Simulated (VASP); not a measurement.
# Ru (Im-3m) in VASP: further runs

Runs on Ru. Level: LDA. Tasks: single point.

All numbers are computed with VASP 6.6.1; they aren't measurements. Logs are shortened: lines on timing, memory, paths and dates and some standing lists are left out, and cuts for length are marked.

### Step 1. The cell of the first run

It takes space group Im-3m (No. 229, cubic). Conventional cell: a = 2.973 Å, b = 2.973 Å, c = 2.973 Å, α = 90.00°, β = 90.00°, γ = 90.00°. Ru (site symmetry m-3m) has 14 Ru at 2.57 to 2.97 Å within 3.4 Å.

### Step 2. Single point, LDA

INCAR reads:

```
SYSTEM = Ru
ALGO = Normal
EDIFF = 1E-7
ENCUT = 520
GGA = CA
ISIF = 2
ISMEAR = -1
LASPH = .TRUE.
LCHARG = .TRUE.
LELF = .TRUE.
LREAL = .FALSE.
LVHAR = .TRUE.
LWAVE = .FALSE.
NBANDS = 13
NELM = 100
PREC = Accurate
SIGMA = 0.1
```

KPOINTS reads:

```
k-points
0
G
  10 10 10
  0 0 0
```

POSCAR reads:

```
Ru
1.0
    1.4862900998      1.4862900998      1.4862900998
   -1.4862900998      1.4862900998      1.4862900998
   -1.4862900998     -1.4862900998      1.4862900998
Ru
1
Direct
    0.0000000000      0.0000000000      0.0000000000
```

Potentials or basis: VASP PAW LDA potentials, release 64 (Ru_pv).

The run is started by

```console
> cat potpaw_LDA.64/Ru_pv/POTCAR > POTCAR
> mpirun -np 1 vasp_std > vasp.out
```

OUTCAR:

```text
SYSTEM = Ru
   EDIFF = 1E-7
   ENCUT = 520
   GGA = CA
   ISIF = 2
   ISMEAR = -1
   LASPH = .TRUE.
   LREAL = .FALSE.
   NELM = 100
   PREC = Accurate

 ion  position               nearest neighbor table
   1  0.000  0.000  0.000-

  LATTYP: Found a body centered cubic cell.
 ALAT       =     2.9725801996

  Lattice vectors:

 A1 = (   1.4862900998,  -1.4862900998,  -1.4862900998)
 A2 = (   1.4862900998,   1.4862900998,   1.4862900998)
 A3 = (  -1.4862900998,  -1.4862900998,   1.4862900998)

Analysis of symmetry for initial positions (statically):
=====================================================================
 Subroutine PRICEL returns:
 Original cell was already a primitive cell.

 Routine SETGRP: Setting up the symmetry group for a
 body centered cubic supercell.

 Subroutine GETGRP returns: Found 48 space group operations
[... 9 lines left out ...]

 Routine SETGRP: Setting up the symmetry group for a
 body centered cubic supercell.

 Subroutine GETGRP returns: Found 48 space group operations
[... 11 lines left out ...]
                                     Primitive cell

  volume of cell :      13.1332

  direct lattice vectors                    reciprocal lattice vectors
     1.486290100  1.486290100  1.486290100     0.336408081  0.000000000  0.336408081
    -1.486290100  1.486290100  1.486290100    -0.336408081  0.336408081  0.000000000
    -1.486290100 -1.486290100  1.486290100     0.000000000 -0.336408081  0.336408081

  length of vectors
     2.574329968  2.574329968  2.574329968     0.475752870  0.475752870  0.475752870

  position of ions in fractional coordinates (direct lattice)
     0.000000000  0.000000000  0.000000000

  ion indices of the primitive-cell ions
   primitive index   ion index
                 1           1

----------------------------------------------------------------------------------------

 KPOINTS: k-points

Automatic generation of k-mesh.
 Grid dimensions read from file:
 generate k-points for:   10   10   10

 Generating k-lattice:

  Cartesian coordinates                     Fractional coordinates (reciprocal lattice)
     0.033640808  0.000000000  0.033640808     0.100000000  0.000000000  0.000000000
    -0.033640808  0.033640808  0.000000000     0.000000000  0.100000000  0.000000000
     0.000000000 -0.033640808  0.033640808     0.000000000  0.000000000  0.100000000

  Length of vectors
     0.047575287  0.047575287  0.047575287

  Shift w.r.t. Gamma in fractional coordinates (k-lattice)
     0.000000000  0.000000000  0.000000000

 Subroutine IBZKPT returns following result:
[... 50 lines left out ...]
   LREAL  =      F    real-space projection
   EDIFFG = 0.1E-05   stopping-criterion for IOM
   NSW    =      0    number of steps for IOM
   IBRION =     -1    ionic relax: 0-MD 1-quasi-New 2-CG
   NFREE  =      0    steps in history (QN), initial steepest desc. (CG)
   ISIF   =      2    stress and relaxation
   ISYM   =      2    0-nonsym 1-usesym 2-fastsym
   POTIM  = 0.5000    time-step for ionic-motion
   TEBEG  =    0.0;   TEEND  =   0.0 temperature during run
   PSTRESS=    0.0 pullay stress
   NELECT =      14.0000    total number of electrons
   NUPDOWN=      -1.0000    fix difference up-down
   EMIN   =  10.00;   EMAX   =-10.00  energy-range for DOS
   EFERMI =   0.00;   METHOD = LEGACY
   ISMEAR =    -1;   SIGMA  =   0.10  broadening in eV -4-tet -1-fermi 0-gaus
   EFERMI_NEDOS =   21; number of points for ismear=-14 and -15
   IALGO  =     38    algorithm
   IMIX   =      4    mixing-type and parameters
     AMIX     =   0.40;   BMIX     =  1.00
     AMIX_MAG =   1.60;   BMIX_MAG =  1.00
  volume/ion in A,a.u.               =      13.13        88.63
  Fermi-wavevector in a.u.,A,eV,Ry     =   1.672350  3.160284 38.052171  2.796756
  Thomas-Fermi vector in A             =   2.757513
   LORBIT       =      0    0 simple, 1 ext, 2 COOP (PROOUT), +10 PAW based schemes
   GGA     = CA    functional components
   LHFCALC =     F    Hartree Fock is set to
   AEXX    =    0.0000 exact exchange contribution
   IVDW    =     0    specifies the selected vdW correction
   LEPSILON=     F    determine dielectric tensor
   LRPA    =     F    only Hartree local field effects (RPA)
 non-spin polarized calculation
  energy-cutoff  :      520.00
  volume of cell :       13.13
 maximum number of plane-waves:       370
   NGX =  9   NGY =  9   NGZ =  9

 number of electron      13.9999999 magnetization

 Free energy of the ion-electron system (eV)
  ---------------------------------------------------
  ext. energy  EPLUGINS =         0.00000000
  ---------------------------------------------------
  free energy    TOTEN  =       -10.03342917 eV

  energy without entropy =       -9.97357515  energy(sigma->0) =      -10.00350216

 E-fermi :  13.4661     XC(G=0): -14.5771

 val. band max:       13.4592558142   @ k =   0.1000   0.5000   0.1000
 cond. band min:      13.4668625379   @ k =   0.2000   0.5000   0.1000
 fundamental gap:      0.0076067237
 Fermi energy:        13.4661134206

 k-point     1 :       0.0000    0.0000    0.0000
  band No.  band energies     occupation
      1     -28.8899      2.00000
      2     -28.8899      2.00000
      3     -28.8899      2.00000
      4       5.0851      2.00000
      5      10.4097      2.00000
      6      10.4097      2.00000
      7      10.4097      2.00000
      8      13.3653      1.46527
      9      13.3653      1.46527
     10      23.5065      0.00000
     11      30.6237      0.00000
     12      30.6237      0.00000
     13      30.6237      0.00000
[... 354 lines left out ...]
  band No.  band energies     occupation
      1     -29.8934      2.00000
      2     -29.5318      2.00000
      3     -29.0875      2.00000
      4       8.4920      2.00000
      5       8.8292      2.00000
      6      10.1706      2.00000
      7      12.8479      1.99588
      8      14.4598      0.00010
      9      19.2755      0.00000
     10      23.5049      0.00000
     11      25.7340      0.00000
     12      27.2499      0.00000
     13      33.4806      0.00000

 [... further k-points ...]
[... 5 lines left out ...]
  --------------------------------------------------------------------------------------
  -------------------------------------------------------------------------------------
  Total        0.9050380      0.9050380      0.9050380     -0.0000000     -0.0000000     -0.0000000
  in kB      110.4095531    110.4095531    110.4095531     -0.0000000     -0.0000000     -0.0000000
  external PRESSURE =     110.4095531 kB  Pullay stress =       0.0000000 kB

 VOLUME and BASIS-vectors are now :
 -----------------------------------------------------------------------------
  energy-cutoff  :      520.00
  volume of cell :       13.13
      direct lattice vectors                 reciprocal lattice vectors
     1.486290100  1.486290100  1.486290100     0.336408081  0.000000000  0.336408081
    -1.486290100  1.486290100  1.486290100    -0.336408081  0.336408081  0.000000000
    -1.486290100 -1.486290100  1.486290100     0.000000000 -0.336408081  0.336408081

 POSITION                                       TOTAL-FORCE (eV/Angst)
 -----------------------------------------------------------------------------------
      0.00000      0.00000      0.00000        -0.000000      0.000000      0.000000
 -----------------------------------------------------------------------------------
    total drift:                                0.000000     -0.000000     -0.000000

  FREE ENERGIE OF THE ION-ELECTRON SYSTEM (eV)
  ---------------------------------------------------
  free  energy   TOTEN  =       -10.0334291702 eV

  energy  without entropy=       -9.9735751519  energy(sigma->0) =      -10.00350216
```

OSZICAR:

```text
N       E                     dE             d eps       ncg     rms          rms(c)
DAV:   1     0.101146644968E+03    0.10115E+03   -0.84090E+03  1230   0.117E+03
DAV:   2    -0.948663767315E+01   -0.11063E+03   -0.10648E+03  1342   0.322E+02
DAV:   3    -0.106656461374E+02   -0.11790E+01   -0.11729E+01  1347   0.364E+01
DAV:   4    -0.106690095325E+02   -0.33634E-02   -0.33633E-02  1357   0.208E+00
DAV:   5    -0.106690303220E+02   -0.20789E-04   -0.20790E-04  1372   0.150E-01    0.151E+01
DAV:   6    -0.100873419684E+02    0.58169E+00   -0.92995E-01  1257   0.124E+01    0.499E+00
DAV:   7    -0.100388523345E+02    0.48490E-01   -0.75731E-02  1327   0.321E+00    0.145E+00
DAV:   8    -0.100337381152E+02    0.51142E-02   -0.82013E-03  1232   0.127E+00    0.215E-01
DAV:   9    -0.100334184484E+02    0.31967E-03   -0.31953E-04  1272   0.255E-01    0.353E-02
DAV:  10    -0.100334293682E+02   -0.10920E-04   -0.32942E-06  1307   0.204E-02    0.353E-03
DAV:  11    -0.100334291622E+02    0.20594E-06   -0.63584E-07  1307   0.108E-02    0.308E-04
DAV:  12    -0.100334291702E+02   -0.79144E-08   -0.65948E-09   666   0.104E-03
   1 F= -.10033429E+02 E0= -.10003502E+02  d E =-.598540E-01
```

stdout:

```text
POSCAR found type information on POSCAR Ru
 POSCAR found :  1 types and       1 ions
 scaLAPACK will be used
 LDA part: xc-table for (Slater(with rela. corr.)+CA(PZ))
 , standard interpolation
 POSCAR, INCAR and KPOINTS ok, starting setup
 FFT: planning ... GRIDC
 FFT: planning ... GRID_SOFT
 FFT: planning ... GRID
 WAVECAR not read
 entering main loop
```

It took 4.1 s on 1 thread of AMD EPYC 9R45 (Zen 5), shared host; peak memory 0.09 GiB.

Results:

```
Free energy            : -10.0334 eV
Pressure               : 11.0 GPa
Band gap on the k mesh : zero (band 7 reaches 15.52 eV, above the bottom of band 8 at 11.89 eV)
```

### Step 3. Single point, LDA

This run uses another cell than the first one, of 12.81 Å³/atom, 0.975 times its volume.

INCAR reads:

```
SYSTEM = Ru
ALGO = Normal
EDIFF = 1E-6
ENCUT = 520
GGA = CA
ISIF = 2
ISMEAR = -1
LASPH = .TRUE.
LCHARG = .FALSE.
LREAL = .FALSE.
LWAVE = .FALSE.
NBANDS = 13
NELM = 60
PREC = Accurate
SIGMA = 0.1
```

KPOINTS is that of step 2.

POSCAR reads:

```
Ru
1.0
    1.4739104275      1.4739104275      1.4739104275
   -1.4739104275      1.4739104275      1.4739104275
   -1.4739104275     -1.4739104275      1.4739104275
Ru
1
Direct
    0.0000000000      0.0000000000      0.0000000000
```

Potentials or basis: VASP PAW LDA potentials, release 64 (Ru_pv).

The run is started by

```console
> cat potpaw_LDA.64/Ru_pv/POTCAR > POTCAR
> mpirun -np 1 vasp_std > vasp.out
```

Wall time 3.5 s (1 thread of AMD EPYC 9R45 (Zen 5), shared host); peak memory 0.09 GiB.

Results (log left out):

```
Free energy            : -10.0007 eV
Pressure               : 21.2 GPa
Band gap on the k mesh : zero (band 7 reaches 16.09 eV, above the bottom of band 8 at 12.31 eV)
```

Levels at points of the mesh, in eV from the Fermi level:
```csv
k point,band 5,band 6,band 7,band 8,band 9,band 10
"(0.00, 0.00, 0.00)",-3.17,-3.17,-3.17,-0.11,-0.11,10.02
"(0.50, 0.00, 0.00)",-5.17,-0.10,0.45,1.30,2.86,10.01
"(0.50, 0.50, 0.50)",-7.13,2.14,2.14,2.14,9.81,9.81
```

### Step 4. Single point, LDA

This run uses another cell than the first one, of 13.51 Å³/atom, 1.029 times its volume.

INCAR reads:

```
SYSTEM = Ru
PREC = Accurate
ENCUT = 520
EDIFF = 1E-6
ISMEAR = -1
SIGMA = 0.1
LREAL = .FALSE.
LASPH = .TRUE.
NELM = 100
ALGO = Normal
ISIF = 2
LWAVE = .FALSE.
LCHARG = .TRUE.
GGA = CA
LELF = .TRUE.
LVHAR = .TRUE.
NBANDS = 13
```

KPOINTS reads:

```
regular mesh
0
G
  10 10 10
  0 0 0
```

POSCAR reads:

```
Ru
1.0
    1.5004738740      1.5004738740      1.5004738740
   -1.5004738740      1.5004738740      1.5004738740
   -1.5004738740     -1.5004738740      1.5004738740
Ru
1
Direct
    0.0000000000      0.0000000000      0.0000000000
```

The run is started by

```console
> cat potpaw_LDA.64/Ru_pv/POTCAR > POTCAR
> mpirun -np 1 vasp_std > vasp.out
```

It took 3.7 s on 1 thread of AMD EPYC 9R45 (Zen 5), shared host; peak memory 0.09 GiB.

It converged, with:

```
Free energy            : -10.0475 eV
Pressure               : 0.9 GPa
Band gap on the k mesh : zero (band 7 reaches 14.89 eV, above the bottom of band 8 at 11.42 eV)
```

Levels at points of the mesh, in eV from the Fermi level:
```csv
k point,band 5,band 6,band 7,band 8,band 9,band 10
"(0.00, 0.00, 0.00)",-2.93,-2.93,-2.93,-0.09,-0.09,10.07
"(0.50, 0.00, 0.00)",-4.78,-0.10,0.40,1.23,2.62,10.06
"(0.50, 0.50, 0.50)",-6.58,1.96,1.96,1.96,9.47,9.47
```

### Step 5. Single point, LDA

This run uses another cell than the first one, of 13.32 Å³/atom, 1.014 times its volume.

INCAR reads:

```
SYSTEM = Ru
ALGO     = Normal         ! electronic algorithm
EDIFF    = 1E-7           ! SCF threshold, eV
ENCUT    = 520            ! plane-wave cutoff, eV
GGA      = CA             ! functional
ISIF     = 2              ! what is computed and relaxed
ISMEAR   = -1             ! smearing method
LASPH    = .True.         ! aspherical terms in the spheres
LCHARG   = .False.        ! write CHGCAR
LREAL    = .False.        ! projectors in reciprocal space
LWAVE    = .False.        ! write WAVECAR
NBANDS   = 13             ! bands
NELM     = 100            ! most SCF steps
PREC     = Accurate       ! precision mode
SIGMA    = 0.1            ! smearing width, eV
```

KPOINTS reads:

```
k-points
0
Gamma
  10 10 10
  0 0 0
```

POSCAR reads:

```
Ru
1.0
    1.4931287922      1.4931287922      1.4931287922
   -1.4931287922      1.4931287922      1.4931287922
   -1.4931287922     -1.4931287922      1.4931287922
Ru
1
Direct
    0.0000000000      0.0000000000      0.0000000000
```

The run is started by

```console
> cat potpaw_LDA.64/Ru_pv/POTCAR > POTCAR
> mpirun -np 1 vasp_std > vasp.out
```

Run time: 3.6 s. Hardware: 1 thread of AMD EPYC 9R45 (Zen 5), shared host; peak memory 0.09 GiB.

Results (log left out):

```
Free energy            : -10.0432 eV
Pressure               : 6.0 GPa
Band gap on the k mesh : zero (band 7 reaches 15.21 eV, above the bottom of band 8 at 11.66 eV)
```

Levels at points of the mesh, in eV from the Fermi level:
```tsv
k point	band 5	band 6	band 7	band 8	band 9	band 10
(0.00, 0.00, 0.00)	-3.00	-3.00	-3.00	-0.10	-0.10	10.05
(0.50, 0.00, 0.00)	-4.88	-0.10	0.42	1.25	2.68	10.05
(0.50, 0.50, 0.50)	-6.73	2.01	2.01	2.01	9.56	9.56
```

### Step 6. The runs side by side

```csv
cell,gap on the mesh (eV),pressure (GPa)
"a = 2.574 Å, angles 70.5, 109.5, 70.5°, 1 atom",none,11.0
"a = 2.553 Å, angles 70.5, 109.5, 70.5°, 1 atom",none,21.2
"a = 2.599 Å, angles 70.5, 109.5, 70.5°, 1 atom",none,0.9
"a = 2.586 Å, angles 70.5, 109.5, 70.5°, 1 atom",none,6.0
```

Alike in all rows: task single point; level LDA; potentials or basis VASP PAW LDA potentials, release 64 (Ru_pv); no spin polarisation; k mesh 10 × 10 × 10; cutoff (eV) 520; smearing fermi-dirac 0.1 eV.

Absolute energies hang on the potentials; compare differences alone.
